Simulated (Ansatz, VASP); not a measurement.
# SrCl2: VASP beside Ansatz

```
CELL_PARAMETERS angstrom
0.00000 3.55521 3.48550
3.48550 0.00000 3.48550
3.48550 3.55521 0.00000
ATOMIC_POSITIONS crystal
Sr 0.00000 0.00000 0.00000
Cl 0.25000 0.25000 0.25000
Cl 0.75000 0.75000 0.75000
```

Change from the starting cell: strain +0.0200 x Voigt [0, 1, 0, 0, 0, 0], atoms carried along.

Alike in both runs: task single point; functional PBE; k mesh 6 × 6 × 6; occupations gaussian, width 0.05 eV; no spin polarisation.

|  | VASP | Ansatz |
| --- | --- | --- |
| version | VASP 6.6.1 | Ansatz 0.2.0 |
| potentials or method | VASP PAW PBE potentials, release 64 (Sr_sv, Cl), cutoff 520 eV | scalar-relativistic, plane waves, PAW |
| valence electrons in the cell | 24 | 24 |

```csv
,VASP,Ansatz,Ansatz less VASP
gap on the k mesh at the Fermi level (eV),5.22,5.22,+0.004
least direct gap on the mesh (eV),5.47,5.47,+0.003
pressure (GPa),0.4,0.4,-0.08
"traceless stress, the component that is largest in VASP (GPa)",-0.66,-0.66,-0.004
```

With one functional, cell and mesh, what is left measures potentials, basis and numerics.
